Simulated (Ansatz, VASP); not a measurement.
**One calculation of LiCl, two programs**

```
Li Cl
1.0
     0.00000    2.62888    2.62888
     2.62888    0.00000    2.62888
     2.62888    2.62888    0.00000
Li Cl
1 1
Direct
  0.00000 0.00000 0.00000
  0.50000 0.50000 0.50000
```

Change from the starting cell: strain +0.025 along x and y, +0.025 along z, atoms carried along.

Alike in both runs: task single point; functional PBE; k mesh 8 × 8 × 8; occupations gaussian, width 0.05 eV; no spin polarisation.

|  | VASP | Ansatz |
| --- | --- | --- |
| version | VASP 6.6.1 | Ansatz 0.2.0 |
| potentials or method | VASP PAW PBE potentials, release 64 (Li_sv, Cl), cutoff 520 eV | scalar-relativistic, plane waves, PAW |
| valence electrons in the cell | 10 | 10 |

|  | VASP | Ansatz | Ansatz less VASP |
| --- | --- | --- | --- |
| gap on the k mesh at the Fermi level (eV) | 5.94 | 5.93 | -0.011 |
| least direct gap on the mesh (eV) | 5.94 | 5.93 | -0.011 |

Noted on VASP's run: the cutoff is under 1.25 times that of the potentials, so the pressure is a little rough.
